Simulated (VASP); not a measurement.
W: single point with PBE

The system is W.

```
CELL_PARAMETERS angstrom
-0.04060 2.00970 2.00970
2.00970 -0.04060 2.00970
2.00970 2.00970 -0.04060
ATOMIC_POSITIONS crystal
W 0.00000 0.00000 0.00000
```

This cell differs from its parent crystal: equal xy, yz and zx shear strains of -2 %.

- Program: VASP 6.6.1
- Task: single point
- Functional: PBE
- Potentials or basis: VASP PAW PBE potentials, release 64 (W_sv)
- Cutoff: 520 eV
- k mesh: 14 × 14 × 14
- Occupations: fermi-dirac, width 0.05 eV
- Spin: no spin polarisation

```json
{"Pressure": "-3.9 GPa", "Band gap on the k mesh": "zero (band 7 reaches 13.18 eV, above the bottom of band 8 at 9.68 eV)"}
```

Stress tensor (GPa, compression positive):
```
-3.92 -2.84 -2.84
-2.84 -3.92 -2.84
-2.84 -2.84 -3.92
```

Levels at points of the mesh, in eV from the Fermi level:
```tsv
k point	band 3	band 4	band 5	band 6	band 7	band 8	band 9	band 10	band 11	band 12
(0.00, 0.00, 0.00)	-37.42	-37.35	-8.91	-0.75	-0.75	-0.20	2.50	2.50	12.74	17.62
(0.50, 0.00, 0.00)	-37.54	-37.50	-5.54	-1.01	-0.45	0.46	4.64	5.02	9.88	12.45
(0.50, 0.50, 0.00)	-37.82	-37.74	-5.37	-4.42	2.93	4.81	5.57	5.64	11.24	11.89
(0.50, 0.50, 0.50)	-37.59	-37.59	-5.47	-0.89	-0.89	0.87	5.01	5.01	10.38	12.15
```

Wall time 16 s on 1 thread of Intel(R) Xeon(R) 6975P-C (Granite Rapids) (shared host), peak memory 0.18 GiB.

Caveat: the cell differs from its parent crystal (equal xy, yz and zx shear strains of -2 %); spin-orbit coupling is left out, which moves the levels of the heavy elements.
